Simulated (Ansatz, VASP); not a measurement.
# InAs: VASP beside Ansatz

```xyz
2
Lattice="0.0000 3.0198 3.0911 3.0198 0.0000 3.0911 3.0198 3.0198 0.0000" Properties=species:S:1:pos:R:3 pbc="T T T"
In    0.0000    0.0000    0.0000
As    1.5099    1.5099    1.5456
```

Change from the starting cell: epitaxial_xy strain -1.1%.

Alike in both runs: task single point; functional r2SCAN; k mesh 8 × 8 × 8; occupations fermi-dirac, width 0.02 eV; no spin polarisation.

```csv
,VASP,Ansatz
version,VASP 6.6.1,Ansatz 0.2.0
potentials or method,"VASP PAW PBE potentials, release 64 (In_d, As)","plane waves, PAW"
plane-wave cutoff (eV),520,500
valence electrons in the cell,18,28
```

|  | VASP | Ansatz | Ansatz less VASP |
| --- | --- | --- | --- |
| pressure (GPa) | 0.6 | 0.6 | 0.00 |
| traceless stress, the component that is largest in VASP (GPa) | -0.61 | -0.61 | +0.002 |

VASP's potentials were made for PBE, not for r2SCAN. VASP's potentials hold 18 valence electrons a cell and Ansatz's 28, so a difference there can come from the potentials and not from the codes.
